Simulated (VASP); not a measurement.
A run of VASP 6.6.1 is set up as follows.

INCAR

```
PREC = Accurate
ENCUT = 500
EDIFF = 1E-6
ISMEAR = -1
SIGMA = 0.05
LREAL = F
LASPH = T
NELM = 120
ALGO = Normal
ISIF = 2
LWAVE = F
LCHARG = F
GGA = PS
NBANDS = 11
GGA_COMPAT = F
```

KPOINTS

```
regular mesh
0
Gamma
  14 14 14
```

POSCAR

```
BAs
1.0
    0.0000000000      1.9530950665      1.9530950665
    1.9530950665      0.0000000000      1.9530950665
    1.9530950665      1.9530950665      0.0000000000
B As
1 1
Direct
    0.0000000000      0.0000000000      0.0000000000
    0.2500000000      0.2500000000      0.2500000000
```

Potentials or basis: VASP PAW PBE potentials, release 64 (B, As).

Run with:

```bash
$ cat potpaw_PBE.64/B/POTCAR potpaw_PBE.64/As/POTCAR > POTCAR
$ mpirun -np 1 vasp_std > vasp.out
```

Task: Predict the pressure.

Result: 279.8 GPa.

Task: Estimate the band gap on the k mesh.

Result: 0.42 eV, indirect (least direct gap 4.48 eV).

Caveat: the PAW data sets were made with another functional, which shifts forces and pressure a little. A k mesh can miss the band edges.
